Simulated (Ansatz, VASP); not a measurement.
**HfN2: VASP beside Ansatz**

```
Hf N
1.0
     0.00000    3.23836    3.23836
     3.23836    0.00000    3.23836
     3.23836    3.23836    0.00000
Hf N
2 4
Direct
  0.00000 0.00000 0.00000
  0.25000 0.25000 0.25000
  0.62500 0.62500 0.62500
  0.12500 0.62500 0.62500
  0.62500 0.62500 0.12500
  0.62500 0.12500 0.62500
```

Alike in both runs: task relaxation of cell and atoms; functional PBE; k mesh 6 × 6 × 6; occupations gaussian, width 0.1 eV; no spin polarisation.

|  | VASP | Ansatz |
| --- | --- | --- |
| version | VASP 6.6.1 | Ansatz 0.2.0 |
| potentials or method | VASP PAW PBE potentials, release 64 (Hf_pv, N), cutoff 600 eV | scalar-relativistic, plane waves, PAW |
| valence electrons in the cell | 40 | 72 |

|  | VASP | Ansatz | Ansatz less VASP |
| --- | --- | --- | --- |
| gap on the k mesh at the Fermi level, each at its own relaxed structure (eV) | none | none | - |
| relaxed volume (Å³/atom) | 10.39 | 10.50 | +0.108 |
| relaxed length of the cell vector where the two differ most in proportion (Å) | 4.451 | 4.467 | +0.0154 |

A gap of «none» marks a metal or a gap that the smearing closes. VASP's potentials hold 40 valence electrons a cell and Ansatz's 72, so a difference there can come from the potentials and not from the codes.

Neither program's run includes spin-orbit coupling.
